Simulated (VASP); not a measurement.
Runs of VASP 6.6.1 on BaZrO3. The structure is that of space group Pm-3m (No. 221), or close to it. The cells are those of the table. 

```tsv
level	cell	smearing	gap on the mesh (eV)	pressure (GPa)
PBE	a = 4.289, b = 4.289, c = 4.162 Å, 5 atoms	fermi-dirac 0.02 eV	3.00	-0.9
r2SCAN	a = 4.374, b = 4.374, c = 4.126 Å, 5 atoms	gaussian 0.01 eV	3.34	(c)
r2SCAN	a = 4.332, b = 4.332, c = 4.143 Å, 5 atoms	gaussian 0.01 eV	(a)	-5.3
PBE	a = 4.247, b = 4.247, c = 4.183 Å, 5 atoms	fermi-dirac 0.02 eV	3.08	(b)
PBE	a = 4.374, b = 4.374, c = 4.126 Å, 5 atoms	fermi-dirac 0.02 eV	2.85	-4.4
```

Alike in all rows: task single point; potentials or basis VASP PAW PBE potentials, release 64 (Ba_sv, Zr_sv, O); no spin polarisation; k mesh 6 × 6 × 6; cutoff (eV) 520.

Estimate the missing entries.

(a) 3.42; (b) 1.2; (c) -6.9.

Caveats: spin-orbit coupling is left out, which moves the levels of the heavy elements; the PAW data sets were made with another functional, which shifts forces and pressure a little (some runs).

A k mesh can miss the band edges, and the runs leave out spin-orbit coupling on Ba, Zr.
